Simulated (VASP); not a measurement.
# GdN (Fm-3m) in VASP: further runs

The runs below take GdN through single point, with PBE.

Everything below comes from runs of VASP 6.6.1. Logs are shortened: lines on timing, memory, paths and dates and some standing lists are left out, and cuts for length are marked.

### 1 The cell of the first run

It takes space group Fm-3m (No. 225, cubic). Conventional cell: a = 4.917 Å, b = 4.917 Å, c = 4.917 Å, α = 90.00°, β = 90.00°, γ = 90.00°. Within 3.2 Å of Gd (site symmetry m-3m) lie 6 N at 2.46 Å. Within 3.2 Å of N (site symmetry m-3m) lie 6 Gd at 2.46 Å.

### 2 Single point, PBE, collinear spin, ferromagnetic start (14.86 Å³/atom)

Input file INCAR:

```
  ALGO = Normal
  EDIFF = 1E-7
  ENCUT = 520
  GGA = PE
  ISIF = 2
  ISMEAR = 0
  ISPIN = 2
  LASPH = True
  LCHARG = True
  LELF = True
  LMAXMIX = 6
  LORBIT = 11
  LREAL = False
  LVHAR = True
  LWAVE = False
  MAGMOM = 7.54 0
  NBANDS = 22
  NELM = 150
  PREC = Accurate
  SIGMA = 0.05
```

Input file KPOINTS:

```
k-points
0
Gamma
  12 12 12
```

Input file POSCAR:

```
GdN
1.0
    0.0000000000      2.4586016831      2.4586016831
    2.4586016831      0.0000000000      2.4586016831
    2.4586016831      2.4586016831      0.0000000000
Gd N
1 1
Direct
    0.0000000000      0.0000000000      0.0000000000
    0.5000000000      0.5000000000      0.5000000000
```

Potentials or basis: VASP PAW PBE potentials, release 64 (Gd, N).

Run with:

```bash
> cat potpaw_PBE.64/Gd/POTCAR potpaw_PBE.64/N/POTCAR > POTCAR
> mpirun -np 1 vasp_std > vasp.out
```

OUTCAR:

```text
EDIFF = 1E-7
   ENCUT = 520
   GGA = PE
   ISIF = 2
   ISMEAR = 0
   ISPIN = 2
   LASPH = True
   LORBIT = 11
   LREAL = False
   NELM = 150
   PREC = Accurate

 ion  position               nearest neighbor table
   1  0.000  0.000  0.000-   2 2.46   2 2.46   2 2.46   2 2.46   2 2.46   2 2.46
   2  0.500  0.500  0.500-   1 2.46   1 2.46   1 2.46   1 2.46   1 2.46   1 2.46

  LATTYP: Found a face centered cubic cell.
 ALAT       =     4.9172033662

  Lattice vectors:

 A1 = (   0.0000000000,   2.4586016831,   2.4586016831)
 A2 = (   2.4586016831,   0.0000000000,   2.4586016831)
 A3 = (   2.4586016831,   2.4586016831,   0.0000000000)

Analysis of symmetry for initial positions (statically):
=====================================================================
 Subroutine PRICEL returns:
 Original cell was already a primitive cell.

 Routine SETGRP: Setting up the symmetry group for a
 face centered cubic supercell.

 Subroutine GETGRP returns: Found 48 space group operations
 (whereof 48 operations were pure point group operations)
 out of a pool of 48 trial point group operations.

The static configuration has the point symmetry O_h .

Analysis of symmetry for dynamics (positions and initial velocities):
=====================================================================
 Subroutine PRICEL returns:
 Original cell was already a primitive cell.

 Routine SETGRP: Setting up the symmetry group for a
 face centered cubic supercell.

 Subroutine GETGRP returns: Found 48 space group operations
 (whereof 48 operations were pure point group operations)
 out of a pool of 48 trial point group operations.

The dynamic configuration has the point symmetry O_h .

Analysis of structural, dynamic, and magnetic symmetry:
=====================================================================
 Subroutine PRICEL returns:
 Original cell was already a primitive cell.

 Routine SETGRP: Setting up the symmetry group for a
 face centered cubic supercell.

 Subroutine GETGRP returns: Found 48 space group operations
 (whereof 48 operations were pure point group operations)
 out of a pool of 48 trial point group operations.

The overall configuration has the point symmetry O_h .

 Subroutine INISYM returns: Found 48 space group operations
 (whereof 48 operations are pure point group operations),
 and found     1 'primitive' translations

----------------------------------------------------------------------------------------

                                     Primitive cell

  volume of cell :      29.7231

  direct lattice vectors                    reciprocal lattice vectors
     0.000000000  2.458601683  2.458601683    -0.203367631  0.203367631  0.203367631
     2.458601683  0.000000000  2.458601683     0.203367631 -0.203367631  0.203367631
     2.458601683  2.458601683  0.000000000     0.203367631  0.203367631 -0.203367631

  length of vectors
     3.476987845  3.476987845  3.476987845     0.352243070  0.352243070  0.352243070

  position of ions in fractional coordinates (direct lattice)
     0.000000000  0.000000000  0.000000000
     0.500000000  0.500000000  0.500000000

  ion indices of the primitive-cell ions
   primitive index   ion index
                 1           1
                 2           2

----------------------------------------------------------------------------------------

 KPOINTS: k-points

Automatic generation of k-mesh.
 Grid dimensions read from file:
 generate k-points for:   12   12   12

 Generating k-lattice:

  Cartesian coordinates                     Fractional coordinates (reciprocal lattice)
    -0.016947303  0.016947303  0.016947303     0.083333333  0.000000000  0.000000000
     0.016947303 -0.016947303  0.016947303     0.000000000  0.083333333  0.000000000
     0.016947303  0.016947303 -0.016947303     0.000000000  0.000000000  0.083333333

  Length of vectors
     0.029353589  0.029353589  0.029353589

  Shift w.r.t. Gamma in fractional coordinates (k-lattice)
     0.000000000  0.000000000  0.000000000

 Subroutine IBZKPT returns following result:
 ===========================================

 Found     72 irreducible k-points:

 Following reciprocal coordinates:
            Coordinates               Weight
  0.000000  0.000000  0.000000      1.000000
  0.083333  0.000000  0.000000      8.000000
  0.166667  0.000000  0.000000      8.000000
  0.250000  0.000000  0.000000      8.000000
  0.333333  0.000000  0.000000      8.000000
  0.416667  0.000000  0.000000      8.000000
[... 16 lines left out ...]
  0.500000  0.166667  0.000000     24.000000
 -0.416667  0.166667  0.000000     24.000000
 [... further k-points ...]
   k-points           NKPTS =     72   k-points in BZ     NKDIM =     72   number of bands    NBANDS=     22
   number of dos      NEDOS =    301   number of ions     NIONS =      2
   total plane-waves  NPLWV =  21952
   dimension x,y,z NGX =    28 NGY =   28 NGZ =   28
   dimension x,y,z NGXF=    56 NGYF=   56 NGZF=   56
   ions per type =               1   1
   NGX,Y,Z   is equivalent  to a cutoff of  13.39, 13.39, 13.39 a.u.
   NGXF,Y,Z  is equivalent  to a cutoff of  26.78, 26.78, 26.78 a.u.
 SYSTEM =  unknown system
   PREC   = accura    normal or accurate (medium, high low for compatibility)
   ISTART =      0    job   : 0-new  1-cont  2-samecut
   ICHARG =      2    charge: 1-file 2-atom 10-const
   ISPIN  =      2    spin polarized calculation?
   LNONCOLLINEAR =      F non collinear calculations
   LSORBIT =      F    spin-orbit coupling
   LASPH  =      T    aspherical Exc in radial PAW
   ENCUT  =  520.0 eV  38.22 Ry    6.18 a.u.   6.46  6.46  6.46*2*pi/ulx,y,z
   NELM   =    150;   NELMIN=  2; NELMDL= -5     # of ELM steps
   EDIFF  = 0.1E-06   stopping-criterion for ELM
   LREAL  =      F    real-space projection
   EDIFFG = 0.1E-05   stopping-criterion for IOM
   NSW    =      0    number of steps for IOM
   IBRION =     -1    ionic relax: 0-MD 1-quasi-New 2-CG
   NFREE  =      0    steps in history (QN), initial steepest desc. (CG)
   ISIF   =      2    stress and relaxation
   ISYM   =      2    0-nonsym 1-usesym 2-fastsym
   POTIM  = 0.5000    time-step for ionic-motion
   TEBEG  =    0.0;   TEEND  =   0.0 temperature during run
   PSTRESS=    0.0 pullay stress
   NELECT =      23.0000    total number of electrons
   NUPDOWN=      -1.0000    fix difference up-down
   EMIN   =  10.00;   EMAX   =-10.00  energy-range for DOS
   EFERMI =   0.00;   METHOD = LEGACY
   ISMEAR =     0;   SIGMA  =   0.05  broadening in eV -4-tet -1-fermi 0-gaus
   EFERMI_NEDOS =   21; number of points for ismear=-14 and -15
   IALGO  =     38    algorithm
   IMIX   =      4    mixing-type and parameters
     AMIX     =   0.40;   BMIX     =  1.00
     AMIX_MAG =   1.60;   BMIX_MAG =  1.00
  volume/ion in A,a.u.               =      14.86       100.29
  Fermi-wavevector in a.u.,A,eV,Ry     =   1.502978  2.840216 30.734781  2.258943
  Thomas-Fermi vector in A             =   2.614148
   LORBIT       =     11    0 simple, 1 ext, 2 COOP (PROOUT), +10 PAW based schemes
   GGA     = PE    functional components
   LHFCALC =     F    Hartree Fock is set to
   AEXX    =    0.0000 exact exchange contribution
   IVDW    =     0    specifies the selected vdW correction
   LEPSILON=     F    determine dielectric tensor
   LRPA    =     F    only Hartree local field effects (RPA)
 spin polarized calculation
 Gauss-broadening in eV      SIGMA  =   0.05
  energy-cutoff  :      520.00
  volume of cell :       29.72
 maximum number of plane-waves:       821
 NGX is ok and might be reduce to    28
   NGX = 13   NGY = 13   NGZ = 13

 number of electron      23.0000001 magnetization       7.0000862

 Free energy of the ion-electron system (eV)
  ---------------------------------------------------
  ext. energy  EPLUGINS =         0.00000000
  ---------------------------------------------------
  free energy    TOTEN  =       -23.19047488 eV

  energy without entropy =      -23.19038473  energy(sigma->0) =      -23.19042981

 E-fermi :   4.2254     XC(G=0): -11.8003

 val. band max:        4.1867442146   @ k =   0.3333   0.3333   0.0000
 cond. band min:       4.2703760621   @ k =   0.0833   0.0833   0.0000
 fundamental gap:      0.0836318475
 Fermi energy:         4.2253546673

 spin component 1

 k-point     1 :       0.0000    0.0000    0.0000
  band No.  band energies     occupation
      1     -39.4654      1.00000
      2     -16.4238      1.00000
      3     -16.4238      1.00000
      4     -16.4238      1.00000
      5      -9.0107      1.00000
      6       0.6395      1.00000
[... 14 lines left out ...]
     21       8.9307      0.00000
     22      14.9749      0.00000

 k-point     2 :       0.0833    0.0000    0.0000
  band No.  band energies     occupation
      1     -39.4580      1.00000
      2     -16.5303      1.00000
      3     -16.4308      1.00000
      4     -16.4308      1.00000
      5      -8.8714      1.00000
      6       0.6133      1.00000
[... 14 lines left out ...]
     21       9.3569      0.00000
     22      15.4357      0.00000

 k-point     3 :       0.1667    0.0000    0.0000
  band No.  band energies     occupation
      1     -39.4378      1.00000
      2     -16.8052      1.00000
      3     -16.4501      1.00000
      4     -16.4501      1.00000
      5      -8.5047      1.00000
      6       0.5320      1.00000
[... 14 lines left out ...]
     21      10.3890      0.00000
     22      16.6567      0.00000
[... 476 lines left out ...]
 k-point    23 :       0.5000    0.1667    0.0000
  band No.  band energies     occupation
      1     -39.3451      1.00000
      2     -17.5979      1.00000
      3     -16.7111      1.00000
      4     -16.6024      1.00000
      5      -7.5091      1.00000
      6       0.2642      1.00000
[... 14 lines left out ...]
     21      14.7221      0.00000
     22      16.8650      0.00000

 k-point    24 :      -0.4167    0.1667    0.0000
  band No.  band energies     occupation
      1     -39.3433      1.00000
      2     -17.6144      1.00000
      3     -16.7535      1.00000
      4     -16.5721      1.00000
      5      -7.4340      1.00000
      6       0.1613      1.00000
[... 14 lines left out ...]
     21      14.7476      0.00000
     22      16.8520      0.00000

 [... further k-points ...]

 spin component 2

 k-point     1 :       0.0000    0.0000    0.0000
  band No.  band energies     occupation
      1     -36.3760      1.00000
      2     -14.1758      1.00000
      3     -14.1758      1.00000
      4     -14.1758      1.00000
      5      -8.9931      1.00000
      6       3.2528      1.00000
[... 14 lines left out ...]
     21       9.9065      0.00000
     22      15.9998      0.00000

 k-point     2 :       0.0833    0.0000    0.0000
  band No.  band energies     occupation
      1     -36.3664      1.00000
      2     -14.3309      1.00000
      3     -14.1836      1.00000
      4     -14.1836      1.00000
      5      -8.8175      1.00000
      6       2.9540      1.00000
[... 14 lines left out ...]
     21      10.3248      0.00000
     22      16.4456      0.00000

 k-point     3 :       0.1667    0.0000    0.0000
  band No.  band energies     occupation
      1     -36.3405      1.00000
      2     -14.7134      1.00000
      3     -14.2050      1.00000
      4     -14.2050      1.00000
      5      -8.3769      1.00000
      6       2.2348      1.00000
[... 14 lines left out ...]
     21      11.3312      0.00000
     22      17.6535      0.00000
[... 476 lines left out ...]
 k-point    23 :       0.5000    0.1667    0.0000
  band No.  band energies     occupation
      1     -36.2211      1.00000
      2     -15.7147      1.00000
      3     -14.5250      1.00000
      4     -14.3869      1.00000
      5      -7.3434      1.00000
      6       0.7083      1.00000
[... 14 lines left out ...]
     21      15.7326      0.00000
     22      17.8751      0.00000

 k-point    24 :      -0.4167    0.1667    0.0000
  band No.  band energies     occupation
      1     -36.2186      1.00000
      2     -15.7377      1.00000
      3     -14.5793      1.00000
      4     -14.3474      1.00000
      5      -7.2567      1.00000
      6       0.5484      1.00000
[... 14 lines left out ...]
     21      15.8879      0.00000
     22      17.7664      0.00000

 [... further k-points ...]

------------------------ aborting loop because EDIFF is reached ----------------------------------------

  FORCE on cell =-STRESS in cart. coord.  units (eV):
  Direction    XX          YY          ZZ          XY          YZ          ZX
  --------------------------------------------------------------------------------------
  -------------------------------------------------------------------------------------
  Total        1.2254078      1.2254078      1.2254078      0.0000000      0.0000000     -0.0000000
  in kB       66.0536304     66.0536304     66.0536304      0.0000000      0.0000000     -0.0000000
  external PRESSURE =      66.0536304 kB  Pullay stress =       0.0000000 kB

 VOLUME and BASIS-vectors are now :
 -----------------------------------------------------------------------------
  energy-cutoff  :      520.00
  volume of cell :       29.72
      direct lattice vectors                 reciprocal lattice vectors
     0.000000000  2.458601683  2.458601683    -0.203367631  0.203367631  0.203367631
     2.458601683  0.000000000  2.458601683     0.203367631 -0.203367631  0.203367631
     2.458601683  2.458601683  0.000000000     0.203367631  0.203367631 -0.203367631

 POSITION                                       TOTAL-FORCE (eV/Angst)
 -----------------------------------------------------------------------------------
      0.00000      0.00000      0.00000        -0.000000     -0.000000     -0.000000
      2.45860      2.45860      2.45860         0.000000      0.000000      0.000000
 -----------------------------------------------------------------------------------
    total drift:                                0.000000      0.000000      0.000000

  FREE ENERGIE OF THE ION-ELECTRON SYSTEM (eV)
  ---------------------------------------------------
  free  energy   TOTEN  =       -23.1904748819 eV

  energy  without entropy=      -23.1903847331  energy(sigma->0) =      -23.19042981

 total charge

# of ion       s       p       d       f       tot
--------------------------------------------------
    1        2.037   5.671   0.560   6.998  15.265
    2        1.252   2.403   0.000   0.000   3.656
--------------------------------------------------
tot          3.289   8.074   0.560   6.998  18.921

 magnetization (x)

# of ion       s       p       d       f       tot
--------------------------------------------------
    1       -0.005  -0.080   0.089   6.800   6.803
    2       -0.008  -0.083   0.000   0.000  -0.091
--------------------------------------------------
tot         -0.013  -0.163   0.089   6.800   6.713
```

It took 13 min on 1 thread of Intel Xeon 8259CL, shared host; peak memory 0.25 GiB.

What came out:

```yaml
Free_energy: -23.1905 eV
Pressure: 6.6 GPa
Band_gap_on_the_k_mesh: zero (filled and empty bands overlap)
Net_moment: 7.00 μB per cell
Site_moments: Gd +6.80; N -0.09 μB
Valence_electrons_inside_the_program's_atomic_spheres: Gd 15.27; N 3.66
```

Caveat: the cell stands under pressure; spin-orbit coupling is left out, which moves the levels of the heavy elements; a cell with one magnetic atom can't hold antiferromagnetic order, which such compounds often take; semilocal functionals describe open f shells poorly, which spoils levels, moments and volumes. With open d or f shells a metallic result of PBE can be an artefact of self-interaction; +U or a hybrid may open a gap.

[end of part 1 of 2]

The gap in the log of VASP goes by the Fermi energy; the results here count the filled bands.